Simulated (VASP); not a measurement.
Write the native input for VASP 6.6.1 that does the following.

```yaml
Task: single point
Functional: BLYP
Potentials_or_basis: VASP PAW PBE potentials, release 64 (Se)
Cutoff: 520 eV
k_mesh: 14 × 14 × 8
Occupations: fermi-dirac, width 0.1 eV
Spin: no spin polarisation
Dipole_correction: no
Further_INCAR_settings: ALGO = Normal; EDIFF = 1e-07; NBANDS = 13
```

The structure of Se lies in POSCAR:

```
Se
1.0
   -5.0566852355      4.7112560691      1.3819293977
    4.7112560691     -5.0566852355      1.3819293977
    3.4789107145      3.4789107145     -2.0145835485
Se
2
Direct
    0.0874639238      0.9125360762      0.0000000000
    0.6625360762      0.3374639238      0.5000000000
```

One way to write it, as run:

INCAR

```
AGGAC    = 1.0          
AGGAX    = 1.0          
ALDAC    = 0.0          
ALDAX    = 1.0          
ALGO     = Normal         # electronic algorithm
EDIFF    = 1E-7           # SCF threshold, eV
ENCUT    = 520            # plane-wave cutoff, eV
GGA      = B5             # functional
ISIF     = 2              # what is computed and relaxed
ISMEAR   = -1             # smearing method
LASPH    = True           # aspherical terms in the spheres
LCHARG   = False          # write CHGCAR
LREAL    = False          # projectors in reciprocal space
LWAVE    = False          # write WAVECAR
NBANDS   = 13             # bands
NELM     = 60             # most SCF steps
PREC     = Accurate       # precision mode
SIGMA    = 0.1            # smearing width, eV
```

KPOINTS

```
k-points
0
Gamma
  14 14 8
```

Potentials or basis: VASP PAW PBE potentials, release 64 (Se).

Run with:

```bash
$ cat potpaw_PBE.64/Se/POTCAR > POTCAR
$ mpirun -np 1 vasp_std > vasp.out
```

Results of the run:

| Item | Value |
| --- | --- |
| Pressure | 4.3 GPa |
| Largest force | 0.518 eV/Å |
| Band gap on the k mesh | zero (bands 6 and 7 overlap by 2.97 eV) |

Caveat: the cell stands under pressure; the PAW data sets were made with another functional, which shifts forces and pressure a little.

Run time: 5.8 min on 1 thread of Intel(R) Xeon(R) 6975P-C (Granite Rapids), on a shared host, peak memory 0.63 GiB.
